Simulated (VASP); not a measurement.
PtS2: single point with PBE+D3(BJ)

System: PtS2, a slab with vacuum.

```xyz
6
Lattice="3.5414 0.0000 0.0000 -1.7707 3.0670 0.0000 0.0000 0.0000 22.4672" Properties=species:S:1:pos:R:3 pbc="T T T"
S     1.7707    1.0223    4.5000
S     0.0000    2.0447    6.9836
S     0.5902    2.0447   10.1936
S    -1.1805    3.0670   12.6772
Pt    0.0000    0.0000    5.7418
Pt   -1.1805    1.0223   11.4354
```

This cell differs from its parent crystal: layers slid over each other.

```json
{"Program": "VASP 6.6.1", "Task": "single point", "Functional": "PBE", "Dispersion": "D3(BJ)", "Potentials or basis": "VASP PAW PBE potentials, release 64 (S, Pt)", "Cutoff": "520 eV", "k mesh": "9 × 9 × 1", "Occupations": "gaussian, width 0.05 eV", "Spin": "no spin polarisation", "Dipole correction": "yes", "Further INCAR settings": "ALGO = Normal; EDIFF = 1e-06; NBANDS = 31"}
```

```json
{
 "Largest force": "0.190 eV/Å",
 "Band gap on the k mesh": "1.19 eV (least direct gap 1.32 eV)",
 "Dispersion energy per atom": "-0.322 eV"
}
```

Forces in eV/Å, atoms in the order of the input:
```
S   -0.032  0.003  0.038
S   -0.083  0.007 -0.171
S    0.083 -0.007  0.171
S    0.032 -0.003 -0.038
Pt   0.038 -0.008  0.031
Pt  -0.038  0.008 -0.031
```

Levels at points of the mesh, in eV from the valence-band top:
```tsv
k point	band 20	band 21	band 22	band 23	band 24	band 25
(0.00, 0.00, 0.00)	-0.69	-0.68	-0.46	2.70	2.72	2.79
```

Run time: 12 min on 1 thread of Intel Xeon 8259CL, on a shared host, peak memory 0.53 GiB.

Caveat: the cell differs from its parent crystal (layers slid over each other); spin-orbit coupling is left out, which moves the levels of the heavy elements.
